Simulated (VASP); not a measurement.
# BaTe (Fm-3m) in VASP: a series of runs

The runs below take BaTe through elastic constants, with PBEsol.

All numbers are computed with VASP 6.6.1; they aren't measurements. Logs are shortened: lines on timing, memory, paths and dates and some standing lists are left out, and cuts for length are marked.

### Step 1. The cell of the first run

The structure is cubic, space group Fm-3m (No. 225). Conventional cell: a = 6.361 Å, b = 6.361 Å, c = 6.361 Å, α = 90.00°, β = 90.00°, γ = 90.00°. Within 4.2 Å of Ba (site symmetry m-3m) lie 6 Te at 3.18 Å. Within 4.2 Å of Te (site symmetry m-3m) lie 6 Ba at 3.18 Å.

### Step 2. Elastic constants, PBEsol

File INCAR:

```
PREC = Accurate ; ENCUT = 600
EDIFF = 1E-8 ; ISMEAR = 0
SIGMA = 0.01 ; LREAL = F
LASPH = T ; NELM = 100
ALGO = Normal ; ISIF = 3
LWAVE = F ; LCHARG = T
GGA = PS ; IBRION = 6
NFREE = 2 ; POTIM = 0.015
NSW = 1
```

File KPOINTS:

```
Automatic mesh
0
Gamma
  6 6 6
```

File POSCAR:

```
BaTe
1.0
    0.0000000000      3.1805801044      3.1805801044
    3.1805801044      0.0000000000      3.1805801044
    3.1805801044      3.1805801044      0.0000000000
Ba Te
1 1
Direct
    0.0000000000      0.0000000000      0.0000000000
    0.5000000000      0.5000000000      0.5000000000
```

Potentials or basis: VASP PAW PBE potentials, release 64 (Ba_sv, Te).

The run is started by

```console
> cat potpaw_PBE.64/Ba_sv/POTCAR potpaw_PBE.64/Te/POTCAR > POTCAR
> mpirun -np 1 vasp_std > vasp.out
```

OUTCAR:

```text
PREC = Accurate
   ENCUT = 600
   EDIFF = 1E-8
   ISMEAR = 0
   LREAL = F
   LASPH = T
   NELM = 100
   ISIF = 3
   GGA = PS
   IBRION = 6
   NFREE = 2
   POTIM = 0.015
   NSW = 1

 ion  position               nearest neighbor table
   1  0.000  0.000  0.000-   2 3.18   2 3.18   2 3.18   2 3.18   2 3.18   2 3.18
   2  0.500  0.500  0.500-   1 3.18   1 3.18   1 3.18   1 3.18   1 3.18   1 3.18

  LATTYP: Found a face centered cubic cell.
 ALAT       =     6.3611602088

  Lattice vectors:

 A1 = (   0.0000000000,   3.1805801044,   3.1805801044)
 A2 = (   3.1805801044,   0.0000000000,   3.1805801044)
 A3 = (   3.1805801044,   3.1805801044,   0.0000000000)

Analysis of symmetry for initial positions (statically):
=====================================================================
 Subroutine PRICEL returns:
 Original cell was already a primitive cell.

 Routine SETGRP: Setting up the symmetry group for a
 face centered cubic supercell.

 Subroutine GETGRP returns: Found 48 space group operations
 (whereof 48 operations were pure point group operations)
 out of a pool of 48 trial point group operations.

The static configuration has the point symmetry O_h .

Analysis of symmetry for dynamics (positions and initial velocities):
=====================================================================
 Subroutine PRICEL returns:
 Original cell was already a primitive cell.

 Routine SETGRP: Setting up the symmetry group for a
 face centered cubic supercell.

 Subroutine GETGRP returns: Found 48 space group operations
 (whereof 48 operations were pure point group operations)
 out of a pool of 48 trial point group operations.

The dynamic configuration has the point symmetry O_h .

 Subroutine INISYM returns: Found 48 space group operations
 (whereof 48 operations are pure point group operations),
 and found     1 'primitive' translations

----------------------------------------------------------------------------------------

                                     Primitive cell

  volume of cell :      64.3501

  direct lattice vectors                    reciprocal lattice vectors
     0.000000000  3.180580104  3.180580104    -0.157204027  0.157204027  0.157204027
     3.180580104  0.000000000  3.180580104     0.157204027 -0.157204027  0.157204027
     3.180580104  3.180580104  0.000000000     0.157204027  0.157204027 -0.157204027

  length of vectors
     4.498019520  4.498019520  4.498019520     0.272285362  0.272285362  0.272285362

  position of ions in fractional coordinates (direct lattice)
     0.000000000  0.000000000  0.000000000
     0.500000000  0.500000000  0.500000000

  ion indices of the primitive-cell ions
   primitive index   ion index
                 1           1
                 2           2

----------------------------------------------------------------------------------------

 KPOINTS: Automatic mesh

Automatic generation of k-mesh.
 Grid dimensions read from file:
 generate k-points for:    6    6    6

 Generating k-lattice:

  Cartesian coordinates                     Fractional coordinates (reciprocal lattice)
    -0.026200671  0.026200671  0.026200671     0.166666667  0.000000000  0.000000000
     0.026200671 -0.026200671  0.026200671     0.000000000  0.166666667  0.000000000
     0.026200671  0.026200671 -0.026200671     0.000000000  0.000000000  0.166666667

  Length of vectors
     0.045380894  0.045380894  0.045380894

  Shift w.r.t. Gamma in fractional coordinates (k-lattice)
     0.000000000  0.000000000  0.000000000

 Subroutine IBZKPT returns following result:
 ===========================================

 Found     16 irreducible k-points:

 Following reciprocal coordinates:
            Coordinates               Weight
  0.000000  0.000000  0.000000      1.000000
  0.166667  0.000000  0.000000      8.000000
  0.333333  0.000000  0.000000      8.000000
  0.500000  0.000000  0.000000      4.000000
  0.166667  0.166667  0.000000      6.000000
  0.333333  0.166667  0.000000     24.000000
[... 8 lines left out ...]
 -0.333333  0.333333  0.166667     24.000000
 -0.333333  0.500000  0.166667     12.000000
   k-points           NKPTS =     16   k-points in BZ     NKDIM =     16   number of bands    NBANDS=     12
   number of dos      NEDOS =    301   number of ions     NIONS =      2
   total plane-waves  NPLWV =  46656
[... 40 lines left out ...]
   GGA     = PS    functional components
   LHFCALC =     F    Hartree Fock is set to
   AEXX    =    0.0000 exact exchange contribution
   IVDW    =     0    specifies the selected vdW correction
   LEPSILON=     F    determine dielectric tensor
   LRPA    =     F    only Hartree local field effects (RPA)
 finite differences with symmetry
 non-spin polarized calculation
 Gauss-broadening in eV      SIGMA  =   0.01
  energy-cutoff  :      600.00
  volume of cell :       64.35
 maximum number of plane-waves:      2168
   NGX = 17   NGY = 17   NGZ = 17

--------------------------------------- Ionic step        1  -------------------------------------------

 number of electron      16.0000000 magnetization

 Free energy of the ion-electron system (eV)
  ---------------------------------------------------
  ext. energy  EPLUGINS =         0.00000000
  ---------------------------------------------------
  free energy    TOTEN  =        -8.40434063 eV

  energy without entropy =       -8.40434063  energy(sigma->0) =       -8.40434063

------------------------ aborting loop because EDIFF is reached ----------------------------------------

  FORCE on cell =-STRESS in cart. coord.  units (eV):
  Direction    XX          YY          ZZ          XY          YZ          ZX
  --------------------------------------------------------------------------------------
  -------------------------------------------------------------------------------------
  Total        6.3835023      6.3835023      6.3835023     -0.0000000     -0.0000000     -0.0000000
  in kB      158.9353828    158.9353828    158.9353828     -0.0000000     -0.0000000     -0.0000000
  external PRESSURE =     158.9353828 kB  Pullay stress =       0.0000000 kB
[... 89 lines left out ...]
  FREE ENERGIE OF THE ION-ELECTRON SYSTEM (eV)
  ---------------------------------------------------
  free  energy   TOTEN  =        -8.2971716057 eV

  energy  without entropy=       -8.2971716057  energy(sigma->0) =       -8.29717161

[... ionic steps 4 to 14 ...]

--------------------------------------- Ionic step       15  -------------------------------------------

 number of electron      16.0000000 magnetization

------------------------ aborting loop because EDIFF is reached ----------------------------------------
[... 67 lines left out ...]
--------------------------------------- Ionic step       17  -------------------------------------------

 number of electron      16.0000000 magnetization

 Free energy of the ion-electron system (eV)
  ---------------------------------------------------
  ext. energy  EPLUGINS =         0.00000000
  ---------------------------------------------------
  free energy    TOTEN  =        -8.40374998 eV

  energy without entropy =       -8.40374998  energy(sigma->0) =       -8.40374998

 E-fermi :   4.3873     XC(G=0):  -9.6201

 val. band max:        4.3203159866   @ k =   0.0000   0.0000   0.0000
 cond. band min:       4.8551092201   @ k =   0.0000   0.5000   0.5000
 fundamental gap:      0.5347932334
 Fermi energy:         4.3872831555

 k-point     1 :       0.0000    0.0000    0.0000
  band No.  band energies     occupation
      1     -22.1370      2.00000
      2      -7.3432      2.00000
      3      -7.3427      2.00000
      4      -7.3427      2.00000
      5      -6.0315      2.00000
      6       4.3199      2.00000
      7       4.3199      2.00000
      8       4.3203      2.00000
      9       6.7876      0.00000
     10       6.7885      0.00000
     11       6.7885      0.00000
     12       7.8069      0.00000
[... 331 lines left out ...]
 k-point    24 :       0.0000   -0.3333    0.3333
  band No.  band energies     occupation
      1     -22.0568      2.00000
      2      -8.2877      2.00000
      3      -7.8188      2.00000
      4      -7.4590      2.00000
      5      -4.7950      2.00000
      6       2.0915      2.00000
      7       2.8720      2.00000
      8       3.2082      2.00000
      9       7.2716      0.00000
     10       9.2742      0.00000
     11       9.3763      0.00000
     12      10.1970      0.00000

 [... further k-points ...]

------------------------ aborting loop because EDIFF is reached ----------------------------------------

  FORCE on cell =-STRESS in cart. coord.  units (eV):
  Direction    XX          YY          ZZ          XY          YZ          ZX
  --------------------------------------------------------------------------------------
  -------------------------------------------------------------------------------------
  Total        6.3908798      6.3811270      6.3811270      0.0000000      0.0000000      0.0000000
  in kB      159.1190660    158.8762431    158.8762431      0.0000000      0.0000000      0.0000000
  external PRESSURE =     158.9571841 kB  Pullay stress =       0.0000000 kB
[... 17 lines left out ...]
  FREE ENERGIE OF THE ION-ELECTRON SYSTEM (eV)
  ---------------------------------------------------
  free  energy   TOTEN  =        -8.4037499766 eV

  energy  without entropy=       -8.4037499766  energy(sigma->0) =       -8.40374998

 INTERNAL STRAIN TENSORS FROM STRAINED CELLS
 ============================================

 INTERNAL STRAIN TENSOR FOR ION    1 for displacements in x,y,z  (eV/Angst):
          X           Y           Z          XY          YZ          ZX
  --------------------------------------------------------------------------------
  x     0.00000     0.00000     0.00000     0.00000     0.00000     0.00000
  y    -0.00000     0.00000     0.00000    -0.00000     0.00000     0.00000
  z     0.00000     0.00000     0.00000     0.00000     0.00000     0.00000

 INTERNAL STRAIN TENSORS FROM DISPLACED ATOMS
 ============================================

 INTERNAL STRAIN TENSOR FOR ION    1 for displacements in x,y,z  (eV/Angst):
          X           Y           Z          XY          YZ          ZX
  --------------------------------------------------------------------------------
  x     0.00000     0.00000     0.00000     0.00000     0.00000     0.00000
  y     0.00000     0.00000     0.00000     0.00000     0.00000     0.00000
  z     0.00000     0.00000     0.00000     0.00000     0.00000     0.00000

 INTERNAL STRAIN TENSOR FOR ION    2 for displacements in x,y,z  (eV/Angst):
          X           Y           Z          XY          YZ          ZX
  --------------------------------------------------------------------------------
  x     0.00000     0.00000     0.00000     0.00000     0.00000     0.00000
  y     0.00000     0.00000     0.00000     0.00000     0.00000     0.00000
  z     0.00000     0.00000     0.00000     0.00000     0.00000     0.00000

 Eigenvectors and eigenvalues of the dynamical matrix
 ----------------------------------------------------

   1 f  =    4.407397 THz    27.692489 2PiTHz  147.014923 cm-1    18.227519 meV
             X         Y         Z           dx          dy          dz
      0.000000  0.000000  0.000000     0.000000    0.694155    0.000000
      3.180580  3.180580  3.180580     0.000000   -0.719825    0.000000
[... 21 lines left out ...]
   6 f/i=    0.000923 THz     0.005802 2PiTHz    0.030800 cm-1     0.003819 meV
             X         Y         Z           dx          dy          dz
      0.000000  0.000000  0.000000     0.000000    0.000000    0.719825
      3.180580  3.180580  3.180580     0.000000    0.000000    0.694155

--------------------------------------------------------------------------------------------------------

 ELASTIC MODULI CONTR FROM IONIC RELAXATION (kBar)
 Direction    XX          YY          ZZ          XY          YZ          ZX
 --------------------------------------------------------------------------------
 XX           0.0000      0.0000      0.0000      0.0000      0.0000      0.0000
 YY           0.0000      0.0000      0.0000      0.0000      0.0000      0.0000
 ZZ           0.0000      0.0000      0.0000      0.0000      0.0000      0.0000
 XY           0.0000      0.0000      0.0000      0.0000      0.0000      0.0000
 YZ           0.0000      0.0000      0.0000      0.0000      0.0000      0.0000
 ZX           0.0000      0.0000      0.0000      0.0000      0.0000      0.0000
 --------------------------------------------------------------------------------

 TOTAL ELASTIC MODULI (kBar)
 Direction    XX          YY          ZZ          XY          YZ          ZX
 --------------------------------------------------------------------------------
 XX        2248.7993     26.8328     26.8328      0.0000     -0.0000     -0.0000
 YY          26.8328   2248.7993     26.8328      0.0000     -0.0000      0.0000
 ZZ          26.8328     26.8328   2248.7993     -0.0000      0.0000      0.0000
 XY           0.0000      0.0000     -0.0000     25.3900     -0.0000     -0.0000
 YZ          -0.0000     -0.0000      0.0000     -0.0000     25.3900      0.0000
 ZX          -0.0000      0.0000      0.0000     -0.0000      0.0000     25.3900
 --------------------------------------------------------------------------------
```

It took 2.9 min on 1 thread of Intel Xeon 6975P-C (Granite Rapids), shared host; peak memory 0.29 GiB.

What came out:

```yaml
Elastic_constants_C11_C12_C44: 225, 3, 3 GPa
Voigt_bulk_modulus: 77 GPa
Highest_phonon_frequency_at_Γ_LO-TO_splitting_left_out: 147 cm⁻¹
```

Phonon frequencies in cm⁻¹ (negative: imaginary):
```
              q point        frequencies
(0.000, 0.000, 0.000)  0 0 0 147 147 147
```

Elastic tensor in Voigt notation (GPa, in the Cartesian axes of the cell as first typed):
```
225   3   3   0   0   0
  3 225   3   0   0   0
  3   3 225   0   0   0
  0   0   0   3   0   0
  0   0   0   0   3   0
  0   0   0   0   0   3
```

Clamped-ion elastic tensor (GPa):
```
225   3   3   0   0   0
  3 225   3   0   0   0
  3   3 225   0   0   0
  0   0   0   3   0   0
  0   0   0   0   3   0
  0   0   0   0   0   3
```

Caveat: the cell is under stress, which shifts elastic constants; the PAW data sets were made with another functional, which shifts forces and pressure a little; spin-orbit coupling is left out, which moves the levels of the heavy elements.

[end of part 1 of 2]
